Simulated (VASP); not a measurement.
# InSb3 (Pm-3m) in VASP: a series of runs, part 2 of 2

VASP 6.6.1.

## Step 4: Single point, PBEsol

Contents of INCAR:

```
SYSTEM = InSb3
PREC = Accurate
ENCUT = 520
EDIFF = 1E-6
ISMEAR = 0
SIGMA = 0.15
LREAL = .FALSE.
LASPH = .TRUE.
NELM = 80
ALGO = Normal
ISIF = 2
LWAVE = .FALSE.
LCHARG = .TRUE.
GGA = PS
LELF = .TRUE.
LVHAR = .TRUE.
NBANDS = 22
```

Contents of KPOINTS:

```
regular mesh
0
G
  10 10 10
  0 0 0
```

Contents of POSCAR:

```
InSb3
1.0
    4.7284623064      0.0000000000      0.0000000000
    0.0000000000      4.7284623064      0.0000000000
    0.0000000000      0.0000000000      4.7284623064
In Sb
1 3
Direct
    0.0000000000      0.0000000000      0.0000000000
    0.5000000000      0.0000000000      0.5000000000
    0.0000000000      0.5000000000      0.5000000000
    0.5000000000      0.5000000000      0.0000000000
```

Potentials or basis: VASP PAW PBE potentials, release 64 (In_d, Sb).

Launch:

```
cat potpaw_PBE.64/In_d/POTCAR potpaw_PBE.64/Sb/POTCAR > POTCAR
mpirun -np 1 vasp_std > vasp.out
```

OUTCAR:

```text
SYSTEM = InSb3
   PREC = Accurate
   ENCUT = 520
   EDIFF = 1E-6
   ISMEAR = 0
   LREAL = .FALSE.
   LASPH = .TRUE.
   NELM = 80
   ISIF = 2
   GGA = PS

 ion  position               nearest neighbor table
   1  0.000  0.000  0.000-   2 3.34   3 3.34   4 3.34   2 3.34   3 3.34   3 3.34   4 3.34   3 3.34
                             2 3.34   4 3.34   2 3.34   4 3.34
   2  0.500  0.000  0.500-   1 3.34   3 3.34   4 3.34   1 3.34   4 3.34   3 3.34   4 3.34   4 3.34
                             1 3.34   3 3.34   1 3.34   3 3.34
   3  0.000  0.500  0.500-   1 3.34   2 3.34   4 3.34   1 3.34   4 3.34   1 3.34   2 3.34   1 3.34
                             2 3.34   4 3.34   4 3.34   2 3.34
   4  0.500  0.500  0.000-   1 3.34   2 3.34   3 3.34   2 3.34   3 3.34   1 3.34   2 3.34   2 3.34
                             1 3.34   3 3.34   3 3.34   1 3.34

  LATTYP: Found a simple cubic cell.
 ALAT       =     4.7284623064

  Lattice vectors:

 A1 = (   4.7284623064,   0.0000000000,   0.0000000000)
 A2 = (   0.0000000000,   4.7284623064,   0.0000000000)
 A3 = (   0.0000000000,   0.0000000000,   4.7284623064)

Analysis of symmetry for initial positions (statically):
=====================================================================
 Subroutine PRICEL returns:
 Original cell was already a primitive cell.

 Routine SETGRP: Setting up the symmetry group for a
 simple cubic supercell.

 Subroutine GETGRP returns: Found 48 space group operations
 (whereof 48 operations were pure point group operations)
 out of a pool of 48 trial point group operations.

The static configuration has the point symmetry O_h .

Analysis of symmetry for dynamics (positions and initial velocities):
=====================================================================
 Subroutine PRICEL returns:
 Original cell was already a primitive cell.

 Routine SETGRP: Setting up the symmetry group for a
 simple cubic supercell.

 Subroutine GETGRP returns: Found 48 space group operations
 (whereof 48 operations were pure point group operations)
 out of a pool of 48 trial point group operations.

[... 125 lines left out ...]
  volume/ion in A,a.u.               =      26.43       178.36
  Fermi-wavevector in a.u.,A,eV,Ry     =   1.051334  1.986734 15.038577  1.105304
  Thomas-Fermi vector in A             =   2.186373
   LORBIT       =      0    0 simple, 1 ext, 2 COOP (PROOUT), +10 PAW based schemes
   GGA     = PS    functional components
   LHFCALC =     F    Hartree Fock is set to
   AEXX    =    0.0000 exact exchange contribution
   IVDW    =     0    specifies the selected vdW correction
   LEPSILON=     F    determine dielectric tensor
   LRPA    =     F    only Hartree local field effects (RPA)
 non-spin polarized calculation
 Gauss-broadening in eV      SIGMA  =   0.15
  energy-cutoff  :      520.00
  volume of cell :      105.72
 maximum number of plane-waves:      2897
 NGX is ok and might be reduce to    36
   NGX = 17   NGY = 17   NGZ = 17

 number of electron      28.0000015 magnetization

 Free energy of the ion-electron system (eV)
  ---------------------------------------------------
  ext. energy  EPLUGINS =         0.00000000
  ---------------------------------------------------
  free energy    TOTEN  =       -16.07245092 eV

  energy without entropy =      -16.05461578  energy(sigma->0) =      -16.06353335

 E-fermi :   8.2422     XC(G=0): -10.3955

 val. band max:        8.2217589222   @ k =   0.5000   0.2000   0.0000
 cond. band min:       8.3292411378   @ k =   0.4000   0.4000   0.2000
 fundamental gap:      0.1074822156
 Fermi energy:         8.2422265140

 k-point     1 :       0.0000    0.0000    0.0000
  band No.  band energies     occupation
      1      -6.1693      2.00000
      2      -6.1693      2.00000
      3      -6.1487      2.00000
      4      -6.1487      2.00000
      5      -6.1487      2.00000
      6      -4.2452      2.00000
[... 589 lines left out ...]
     21      13.7757      0.00000
     22      14.2482      0.00000

 [... further k-points ...]

------------------------ aborting loop because EDIFF is reached ----------------------------------------

  FORCE on cell =-STRESS in cart. coord.  units (eV):
  Direction    XX          YY          ZZ          XY          YZ          ZX
  --------------------------------------------------------------------------------------
  -------------------------------------------------------------------------------------
  Total        0.0024377      0.0024377      0.0024377      0.0000000      0.0000000     -0.0000000
  in kB        0.0369435      0.0369435      0.0369435      0.0000000      0.0000000     -0.0000000
  external PRESSURE =       0.0369435 kB  Pullay stress =       0.0000000 kB

 VOLUME and BASIS-vectors are now :
 -----------------------------------------------------------------------------
  energy-cutoff  :      520.00
  volume of cell :      105.72
      direct lattice vectors                 reciprocal lattice vectors
     4.728462306  0.000000000  0.000000000     0.211485243  0.000000000  0.000000000
     0.000000000  4.728462306  0.000000000     0.000000000  0.211485243  0.000000000
     0.000000000  0.000000000  4.728462306     0.000000000  0.000000000  0.211485243

 POSITION                                       TOTAL-FORCE (eV/Angst)
 -----------------------------------------------------------------------------------
      0.00000      0.00000      0.00000         0.000000      0.000000      0.000000
      2.36423      0.00000      2.36423         0.000000      0.000000      0.000000
      0.00000      2.36423      2.36423         0.000000      0.000000      0.000000
      2.36423      2.36423      0.00000         0.000000      0.000000      0.000000
 -----------------------------------------------------------------------------------
    total drift:                                0.000000     -0.000000     -0.000000

  FREE ENERGIE OF THE ION-ELECTRON SYSTEM (eV)
  ---------------------------------------------------
  free  energy   TOTEN  =       -16.0724509176 eV

  energy  without entropy=      -16.0546157776  energy(sigma->0) =      -16.06353335
```

Wall time 2 min (1 thread of Intel Xeon 8259CL, shared host); peak memory 0.28 GiB.

Results:

| Item | Value |
| --- | --- |
| Free energy | -16.0725 eV |
| Pressure | 0.0 GPa |
| Band gap on the k mesh | zero (bands 14 and 15 overlap by 4.89 eV) |

Levels at points of the mesh, in eV from the Fermi level:
```
           k point  band 11  band 12  band 13  band 14  band 15  band 16  band 17  band 18
(0.00, 0.00, 0.00)    -4.48    -3.56     0.52     0.52     0.52     1.82     1.82     1.82
(0.50, 0.00, 0.00)    -3.01    -2.19    -2.19    -1.14    -0.91     2.30     2.34     2.34
(0.50, 0.50, 0.00)    -1.61    -1.61    -1.41    -1.12    -1.12    -0.34     1.02     3.51
(0.50, 0.50, 0.50)    -5.21    -5.21    -4.87     3.77     3.77     3.88     3.88     3.88
```

Caveat: the PAW data sets were made with another functional, which shifts forces and pressure a little; spin-orbit coupling is left out, which moves the levels of the heavy elements.

## Step 5: Relaxation of cell and atoms, PBEsol

This run uses another cell than the first one, of 27.76 Å³/atom.

Contents of INCAR:

```
ALGO = Normal
EDIFF = 1E-7
EDIFFG = -0.005
ENCUT = 600
GGA = PS
IBRION = 2
ISIF = 3
ISMEAR = 0
LASPH = True
LCHARG = False
LREAL = False
LWAVE = False
NELM = 60
NSW = 100
PREC = Accurate
SIGMA = 0.1
```

Contents of KPOINTS:

```
k-points
0
Gamma
  10 10 10
```

Contents of POSCAR:

```
InSb3
1.0
    4.8063670000      0.0000000000      0.0000000000
    0.0000000000      4.8063670000      0.0000000000
    0.0000000000      0.0000000000      4.8063670000
In Sb
1 3
Direct
    0.0000000000      0.0000000000      0.0000000000
    0.5000000000      0.0000000000      0.5000000000
    0.0000000000      0.5000000000      0.5000000000
    0.5000000000      0.5000000000      0.0000000000
```

Launch:

```
cat potpaw_PBE.64/In_d/POTCAR potpaw_PBE.64/Sb/POTCAR > POTCAR
mpirun -np 1 vasp_std > vasp.out
```

It took 6.5 min on 1 thread of Intel Xeon 8259CL, shared host; peak memory 0.35 GiB.

It converged, with:

```yaml
Free_energy: -16.0682 eV
Relaxed_volume: 26.43 Å³/atom
Relaxed_cell: a = 4.729 Å, b = 4.729 Å, c = 4.729 Å, α = 90.00°, β = 90.00°, γ = 90.00°
Space_group_after_relaxing_to_0.1_Å: Pm-3m (No. 221)
Energy_gained_by_relaxing: 11.4 meV/atom
Ionic_steps: 3
Pressure_after_relaxing: 0.0 GPa
Band_gap_on_the_k_mesh: zero (bands 14 and 15 overlap by 4.89 eV)
```

Step by step:
```
step  energy change (eV)  largest force (eV/Å)  pressure (GPa)  volume (Å³)
   1              0.0000                0.0000           -2.63       111.03
   2             -0.0393                0.0000            1.11       103.88
   3             -0.0455                0.0000            0.00       105.73
```

Final structure:
```
In Sb
1.0
     4.72853    0.00000    0.00000
     0.00000    4.72853    0.00000
     0.00000    0.00000    4.72853
In Sb
1 3
Direct
  0.00000 0.00000 0.00000
  0.50000 0.00000 0.50000
  0.00000 0.50000 0.50000
  0.50000 0.50000 0.00000
```

Levels at points of the mesh, in eV from the Fermi level:
| k point | band 11 | band 12 | band 13 | band 14 | band 15 | band 16 | band 17 | band 18 |
| --- | --- | --- | --- | --- | --- | --- | --- | --- |
| (0.00, 0.00, 0.00) | -4.47 | -3.54 | 0.54 | 0.54 | 0.54 | 1.83 | 1.83 | 1.83 |
| (0.50, 0.00, 0.00) | -3.00 | -2.18 | -2.18 | -1.13 | -0.90 | 2.31 | 2.35 | 2.35 |
| (0.50, 0.50, 0.00) | -1.59 | -1.59 | -1.40 | -1.10 | -1.10 | -0.32 | 1.04 | 3.52 |
| (0.50, 0.50, 0.50) | -5.19 | -5.19 | -4.85 | 3.78 | 3.78 | 3.89 | 3.89 | 3.89 |

Caveat: the PAW data sets were made with another functional, which shifts forces and pressure a little; spin-orbit coupling is left out, which moves the levels of the heavy elements.

## Step 6: The runs side by side

```csv
task,cell,k mesh,cutoff (eV),smearing,gap on the mesh (eV),pressure (GPa)
single point,"a = 4.728 Å, 4 atoms",8 × 8 × 8,520,gaussian 0.15 eV,none,0.0
single point,"a = 4.728 Å, 4 atoms",10 × 10 × 10,520,gaussian 0.1 eV,none,0.0
single point,"a = 4.728 Å, 4 atoms",10 × 10 × 10,520,gaussian 0.15 eV,none,0.0
relaxation of cell and atoms,"relaxed from a = 4.806 Å, 4 atoms",10 × 10 × 10,600,gaussian 0.1 eV,none,0.0
```

Alike in all rows: level PBEsol; potentials or basis VASP PAW PBE potentials, release 64 (In_d, Sb); no spin polarisation.

Caveats: the PAW data sets were made with another functional, which shifts forces and pressure a little; spin-orbit coupling is left out, which moves the levels of the heavy elements.

Total energies depend on the potentials used, so only differences within one code and one set of settings carry meaning.
